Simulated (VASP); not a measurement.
# ZrC (P-6m2) in VASP: further runs

Runs on ZrC. Level: PBE. Tasks: relaxation of shape and atoms at fixed volume, relaxation of cell and atoms.

Everything below comes from runs of VASP 6.6.1. Logs are shortened: lines on timing, memory, paths and dates and some standing lists are left out, and cuts for length are marked.

## 1. The cell of the first run

It takes space group P-6m2 (No. 187, hexagonal). Conventional cell: a = 3.222 Å, b = 3.222 Å, c = 2.905 Å, α = 90.00°, β = 90.00°, γ = 120.00°. Within 3.3 Å of Zr (site symmetry -6m2) lie 6 C at 2.36 Å and 8 Zr at 2.91 to 3.22 Å. C (site symmetry -6m2) has 6 Zr at 2.36 Å and 8 C at 2.91 to 3.22 Å within 3.3 Å.

## 2. Relaxation of shape and atoms at fixed volume, PBE (13.06 Å³/atom)

The input, INCAR:

```
SYSTEM = ZrC
ALGO = Normal
EDIFF = 1E-7
EDIFFG = -0.01
ENCUT = 600
GGA = PE
IBRION = 2
ISIF = 4
ISMEAR = 0
LASPH = .TRUE.
LCHARG = .FALSE.
LREAL = .FALSE.
LWAVE = .FALSE.
NELM = 60
NSW = 60
PREC = Accurate
SIGMA = 0.05
```

The input, KPOINTS:

```
k-points
0
G
  12 12 12
  0 0 0
```

The input, POSCAR:

```
ZrC
1.0
    3.2224365953      0.0000000000      0.0000000000
   -1.6112182976      2.7907119536      0.0000000000
    0.0000000000      0.0000000000      2.9052395301
Zr C
1 1
Direct
    0.0000000000      0.0000000000      0.0000000000
    0.6666666667      0.3333333333      0.5000000000
```

Potentials or basis: VASP PAW PBE potentials, release 64 (Zr_sv, C).

Run with:

```sh
$ cat potpaw_PBE.64/Zr_sv/POTCAR potpaw_PBE.64/C/POTCAR > POTCAR
$ mpirun -np 1 vasp_std > vasp.out
```

OUTCAR:

```text
SYSTEM = ZrC
   EDIFF = 1E-7
   EDIFFG = -0.01
   ENCUT = 600
   GGA = PE
   IBRION = 2
   ISIF = 4
   ISMEAR = 0
   LASPH = .TRUE.
   LREAL = .FALSE.
   NELM = 60
   NSW = 60
   PREC = Accurate

 ion  position               nearest neighbor table
   1  0.000  0.000  0.000-   2 2.36   2 2.36   2 2.36   2 2.36   2 2.36   2 2.36
   2  0.667  0.333  0.500-   1 2.36   1 2.36   1 2.36   1 2.36   1 2.36   1 2.36

  LATTYP: Found a hexagonal cell.
 ALAT       =     3.2224365953
 C/A-ratio  =     0.9015660803

  Lattice vectors:

 A1 = (   3.2224365953,   0.0000000000,   0.0000000000)
 A2 = (  -1.6112182976,   2.7907119536,   0.0000000000)
 A3 = (   0.0000000000,   0.0000000000,   2.9052395301)

Analysis of symmetry for initial positions (statically):
=====================================================================
 Subroutine PRICEL returns:
 Original cell was already a primitive cell.

 Routine SETGRP: Setting up the symmetry group for a
 hexagonal supercell.

 Subroutine GETGRP returns: Found 12 space group operations
 (whereof 12 operations were pure point group operations)
 out of a pool of 24 trial point group operations.

The static configuration has the point symmetry D_3h.

Analysis of symmetry for dynamics (positions and initial velocities):
=====================================================================
 Subroutine PRICEL returns:
 Original cell was already a primitive cell.

 Routine SETGRP: Setting up the symmetry group for a
 hexagonal supercell.

 Subroutine GETGRP returns: Found 12 space group operations
 (whereof 12 operations were pure point group operations)
 out of a pool of 24 trial point group operations.

The dynamic configuration has the point symmetry D_3h.

 Subroutine INISYM returns: Found 12 space group operations
 (whereof 12 operations are pure point group operations),
 and found     1 'primitive' translations

----------------------------------------------------------------------------------------

                                     Primitive cell

  volume of cell :      26.1265

  direct lattice vectors                    reciprocal lattice vectors
     3.222436595  0.000000000  0.000000000     0.310324182  0.179165750  0.000000000
    -1.611218298  2.790711954  0.000000000     0.000000000  0.358331500  0.000000000
     0.000000000  0.000000000  2.905239530     0.000000000  0.000000000  0.344205698

  length of vectors
     3.222436595  3.222436595  2.905239530     0.358331500  0.358331500  0.344205698

  position of ions in fractional coordinates (direct lattice)
     0.000000000  0.000000000  0.000000000
     0.666666667  0.333333333  0.500000000

  ion indices of the primitive-cell ions
   primitive index   ion index
                 1           1
                 2           2

----------------------------------------------------------------------------------------

 KPOINTS: k-points

Automatic generation of k-mesh.
 Grid dimensions read from file:
 generate k-points for:   12   12   12

 Generating k-lattice:

  Cartesian coordinates                     Fractional coordinates (reciprocal lattice)
     0.025860348  0.014930479  0.000000000     0.083333333  0.000000000  0.000000000
     0.000000000  0.029860958  0.000000000     0.000000000  0.083333333  0.000000000
     0.000000000  0.000000000  0.028683808     0.000000000  0.000000000  0.083333333

  Length of vectors
     0.029860958  0.029860958  0.028683808

  Shift w.r.t. Gamma in fractional coordinates (k-lattice)
     0.000000000  0.000000000  0.000000000

 Subroutine IBZKPT returns following result:
 ===========================================

 Found    133 irreducible k-points:

 Following reciprocal coordinates:
            Coordinates               Weight
  0.000000  0.000000  0.000000      1.000000
  0.083333 -0.000000  0.000000      6.000000
  0.166667 -0.000000  0.000000      6.000000
  0.250000 -0.000000  0.000000      6.000000
  0.333333 -0.000000  0.000000      6.000000
  0.416667 -0.000000  0.000000      6.000000
[... 16 lines left out ...]
  0.250000 -0.000000  0.083333     12.000000
  0.333333 -0.000000  0.083333     12.000000
 [... further k-points ...]
   k-points           NKPTS =    133   k-points in BZ     NKDIM =    133   number of bands    NBANDS=     12
   number of dos      NEDOS =    301   number of ions     NIONS =      2
   total plane-waves  NPLWV =  18816
   dimension x,y,z NGX =    28 NGY =   28 NGZ =   24
   dimension x,y,z NGXF=    56 NGYF=   56 NGZF=   48
   ions per type =               1   1
   NGX,Y,Z   is equivalent  to a cutoff of  14.45, 14.45, 13.73 a.u.
   NGXF,Y,Z  is equivalent  to a cutoff of  28.89, 28.89, 27.47 a.u.
 SYSTEM =  ZrC
   PREC   = accura    normal or accurate (medium, high low for compatibility)
   ISTART =      0    job   : 0-new  1-cont  2-samecut
   ICHARG =      2    charge: 1-file 2-atom 10-const
   ISPIN  =      1    spin polarized calculation?
   LNONCOLLINEAR =      F non collinear calculations
   LSORBIT =      F    spin-orbit coupling
   LASPH  =      T    aspherical Exc in radial PAW
   ENCUT  =  600.0 eV  44.10 Ry    6.64 a.u.   6.44  6.44  5.80*2*pi/ulx,y,z
   NELM   =     60;   NELMIN=  2; NELMDL= -5     # of ELM steps
   EDIFF  = 0.1E-06   stopping-criterion for ELM
   LREAL  =      F    real-space projection
   EDIFFG = -.1E-01   stopping-criterion for IOM
   NSW    =     60    number of steps for IOM
   IBRION =      2    ionic relax: 0-MD 1-quasi-New 2-CG
   NFREE  =      1    steps in history (QN), initial steepest desc. (CG)
   ISIF   =      4    stress and relaxation
   ISYM   =      2    0-nonsym 1-usesym 2-fastsym
   POTIM  = 0.5000    time-step for ionic-motion
   TEBEG  =    0.0;   TEEND  =   0.0 temperature during run
   PSTRESS=    0.0 pullay stress
   NELECT =      16.0000    total number of electrons
   NUPDOWN=      -1.0000    fix difference up-down
   EMIN   =  10.00;   EMAX   =-10.00  energy-range for DOS
   EFERMI =   0.00;   METHOD = LEGACY
   ISMEAR =     0;   SIGMA  =   0.05  broadening in eV -4-tet -1-fermi 0-gaus
   EFERMI_NEDOS =   21; number of points for ismear=-14 and -15
   IALGO  =     38    algorithm
   IMIX   =      4    mixing-type and parameters
     AMIX     =   0.40;   BMIX     =  1.00
     AMIX_MAG =   1.60;   BMIX_MAG =  1.00
  volume/ion in A,a.u.               =      13.06        88.16
  Fermi-wavevector in a.u.,A,eV,Ry     =   1.390233  2.627160 26.296645  1.932749
  Thomas-Fermi vector in A             =   2.514188
   LORBIT       =      0    0 simple, 1 ext, 2 COOP (PROOUT), +10 PAW based schemes
   GGA     = PE    functional components
   LHFCALC =     F    Hartree Fock is set to
   AEXX    =    0.0000 exact exchange contribution
   IVDW    =     0    specifies the selected vdW correction
   LEPSILON=     F    determine dielectric tensor
   LRPA    =     F    only Hartree local field effects (RPA)
 conjugate gradient relaxation of ions
 non-spin polarized calculation
 Gauss-broadening in eV      SIGMA  =   0.05
  energy-cutoff  :      600.00
  volume of cell :       26.13
 maximum number of plane-waves:       887
 NGX is ok and might be reduce to    28
   NGX = 13   NGY = 13   NGZ = 11

--------------------------------------- Ionic step        1  -------------------------------------------

 number of electron      16.0000000 magnetization

 Free energy of the ion-electron system (eV)
  ---------------------------------------------------
  ext. energy  EPLUGINS =         0.00000000
  ---------------------------------------------------
  free energy    TOTEN  =       -17.98701945 eV

  energy without entropy =      -17.98643765  energy(sigma->0) =      -17.98672855

------------------------ aborting loop because EDIFF is reached ----------------------------------------

  FORCE on cell =-STRESS in cart. coord.  units (eV):
  Direction    XX          YY          ZZ          XY          YZ          ZX
  --------------------------------------------------------------------------------------
  -------------------------------------------------------------------------------------
  Total        1.3058040      1.3058040      1.4971527      0.0000000      0.0000000     -0.0000000
  in kB       80.0769000     80.0769000     91.8111297      0.0000000      0.0000000     -0.0000000
  external PRESSURE =      83.9883099 kB  Pullay stress =       0.0000000 kB

 VOLUME and BASIS-vectors are now :
 -----------------------------------------------------------------------------
  energy-cutoff  :      600.00
  volume of cell :       26.13
      direct lattice vectors                 reciprocal lattice vectors
     3.222436595  0.000000000  0.000000000     0.310324182  0.179165750  0.000000000
    -1.611218298  2.790711954  0.000000000     0.000000000  0.358331500  0.000000000
     0.000000000  0.000000000  2.905239530     0.000000000  0.000000000  0.344205698
[... 37 lines left out ...]
 POSITION                                       TOTAL-FORCE (eV/Angst)
 -----------------------------------------------------------------------------------
     -0.00000      0.00000      0.00000        -0.000000      0.000000      0.000000
      1.60874      0.92881      1.45709         0.000000     -0.000000      0.000000
 -----------------------------------------------------------------------------------
    total drift:                               -0.000000      0.000000      0.000000

  FREE ENERGIE OF THE ION-ELECTRON SYSTEM (eV)
  ---------------------------------------------------
  free  energy   TOTEN  =       -17.9871829834 eV

  energy  without entropy=      -17.9865653249  energy(sigma->0) =      -17.98687415

--------------------------------------- Ionic step        3  -------------------------------------------

 number of electron      16.0000000 magnetization

 Free energy of the ion-electron system (eV)
  ---------------------------------------------------
  ext. energy  EPLUGINS =         0.00000000
  ---------------------------------------------------
  free energy    TOTEN  =       -17.98722514 eV

  energy without entropy =      -17.98662678  energy(sigma->0) =      -17.98692596

 E-fermi :   9.4100     XC(G=0): -12.0359

 val. band max:        9.4017896918   @ k =   0.2500   0.0833   0.0000
 cond. band min:       9.4865076781   @ k =   0.1667   0.1667   0.0000
 fundamental gap:      0.0847179863
 Fermi energy:         9.4100246778

 k-point     1 :       0.0000    0.0000    0.0000
  band No.  band energies     occupation
      1     -38.6449      2.00000
      2     -16.4133      2.00000
      3     -16.4133      2.00000
      4     -16.0139      2.00000
      5      -1.6737      2.00000
      6       7.8124      2.00000
      7       7.8124      2.00000
      8       8.1203      2.00000
      9      11.1695      0.00000
     10      14.9247      0.00000
     11      14.9268      0.00000
     12      14.9268      0.00000

 k-point     2 :       0.0833   -0.0000    0.0000
  band No.  band energies     occupation
      1     -38.6382      2.00000
      2     -16.4759      2.00000
      3     -16.4266      2.00000
      4     -16.0065      2.00000
      5      -1.5402      2.00000
      6       7.4904      2.00000
      7       7.9365      2.00000
      8       8.2601      2.00000
      9      10.9023      0.00000
     10      14.8791      0.00000
     11      15.2214      0.00000
     12      15.3755      0.00000
[... 316 lines left out ...]
 k-point    24 :       0.3333   -0.0000    0.0833
  band No.  band energies     occupation
      1     -38.5598      2.00000
      2     -17.0622      2.00000
      3     -16.5496      2.00000
      4     -16.0215      2.00000
      5      -0.0607      2.00000
      6       5.7228      2.00000
      7       8.5886      2.00000
      8       9.1932      2.00000
      9       9.3984      1.25776
     10      13.9246      0.00000
     11      14.3976      0.00000
     12      15.8403      0.00000

 [... further k-points ...]

------------------------ aborting loop because EDIFF is reached ----------------------------------------

  FORCE on cell =-STRESS in cart. coord.  units (eV):
  Direction    XX          YY          ZZ          XY          YZ          ZX
  --------------------------------------------------------------------------------------
  -------------------------------------------------------------------------------------
  Total        1.3505429      1.3505429      1.3512607      0.0000000      0.0000000      0.0000000
  in kB       82.8204558     82.8204558     82.8644751      0.0000000      0.0000000      0.0000000
  external PRESSURE =      82.8351289 kB  Pullay stress =       0.0000000 kB

 VOLUME and BASIS-vectors are now :
 -----------------------------------------------------------------------------
  energy-cutoff  :      600.00
  volume of cell :       26.13
      direct lattice vectors                 reciprocal lattice vectors
     3.219010529  0.000000000 -0.000000000     0.310654467  0.179356440  0.000000000
    -1.609505264  2.787744893  0.000000000    -0.000000000  0.358712880  0.000000000
     0.000000000  0.000000000  2.911427047     0.000000000 -0.000000000  0.343474174

 POSITION                                       TOTAL-FORCE (eV/Angst)
 -----------------------------------------------------------------------------------
     -0.00000      0.00000      0.00000        -0.000000      0.000000      0.000000
      1.60951      0.92925      1.45571         0.000000     -0.000000      0.000000
 -----------------------------------------------------------------------------------
    total drift:                               -0.000000      0.000000      0.000000

  FREE ENERGIE OF THE ION-ELECTRON SYSTEM (eV)
  ---------------------------------------------------
  free  energy   TOTEN  =       -17.9872251439 eV

  energy  without entropy=      -17.9866267790  energy(sigma->0) =      -17.98692596

 reached required accuracy - stopping structural energy minimisation
```

It took 2.2 min on 1 thread of Intel Xeon 8259CL, shared host; peak memory 0.2 GiB.

Results:

```
Free energy               : -17.9872 eV
Energy gained by relaxing : 0.1 meV/atom
Ionic steps               : 3
Pressure after relaxing   : 8.3 GPa
Band gap on the k mesh    : zero (bands 8 and 9 overlap by 0.46 eV)
```

Step by step:
| step | energy change (eV) | largest force (eV/Å) | pressure (GPa) | volume (Å³) |
| --- | --- | --- | --- | --- |
| 1 | 0.0000 | 0.0000 | 8.40 | 26.13 |
| 2 | -0.0002 | 0.0000 | 8.23 | 26.13 |
| 3 | -0.0002 | 0.0000 | 8.28 | 26.13 |

Final structure:
```cif
data_structure
_symmetry_space_group_name_H-M 'P 1'
_symmetry_Int_Tables_number 1
_cell_length_a 3.2190
_cell_length_b 3.2190
_cell_length_c 2.9114
_cell_angle_alpha 90.000
_cell_angle_beta 90.000
_cell_angle_gamma 120.000
_cell_volume 26.13
loop_
_atom_site_label
_atom_site_type_symbol
_atom_site_fract_x
_atom_site_fract_y
_atom_site_fract_z
_atom_site_occupancy
Zr1 Zr 0.00000 0.00000 0.00000 1
C1 C 0.66667 0.33333 0.50000 1
```

[end of part 1 of 2]

The gap in the log of VASP goes by the Fermi energy; the results here count the filled bands.